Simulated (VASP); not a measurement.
Set up this calculation in VASP 6.6.1, as the native input.

```yaml
Task: single point
Functional: PBEsol
Potentials_or_basis: VASP PAW PBE potentials, release 64 (Cd)
Cutoff: 520 eV
k_mesh: 24 × 24 × 10
Occupations: gaussian, width 0.1 eV
Spin: no spin polarisation
Dipole_correction: no
Further_INCAR_settings: ALGO = Fast; EDIFF = 1e-06; NBANDS = 19
```

The structure of Cd lies in POSCAR:

```
Cd
1.0
    3.0619820046      0.0000000000      0.0000000000
   -1.5309910023      2.6517542019      0.0000000000
    0.0000000000      0.0000000000      5.1945106981
Cd
2
Direct
    0.3333333333      0.6666666667      0.2500000000
    0.6666666667      0.3333333333      0.7500000000
```

This cell differs from its parent crystal: biaxial strain in the a-b plane: +4.0 %, then relaxed in part.

The input as run:

INCAR

```
SYSTEM = Cd
PREC = Accurate
ENCUT = 520
EDIFF = 1E-6
ISMEAR = 0
SIGMA = 0.1
LREAL = .FALSE.
LASPH = .TRUE.
NELM = 60
ALGO = Fast
ISIF = 2
LWAVE = .FALSE.
LCHARG = .FALSE.
GGA = PS
NBANDS = 19
```

KPOINTS

```
Automatic mesh
0
G
  24 24 10
  0 0 0
```

Potentials or basis: VASP PAW PBE potentials, release 64 (Cd).

The run is started by

```sh
$ cat potpaw_PBE.64/Cd/POTCAR > POTCAR
$ mpirun -np 1 vasp_std > vasp.out
```

Results of the run:

```yaml
Pressure: -0.7 GPa
Band_gap_on_the_k_mesh: zero (band 12 reaches 4.64 eV, above the bottom of band 13 at 1.15 eV)
```

Caveat: the cell differs from its parent crystal (biaxial strain in the a-b plane: +4.0 %, then relaxed in part); the PAW data sets were made with another functional, which shifts forces and pressure a little.

Wall time 4.1 min on 1 thread of Intel(R) Xeon(R) Platinum 8259CL CPU @ 2.50GHz (Skylake/Cascade Lake), with other jobs on the host, peak memory 0.34 GiB.
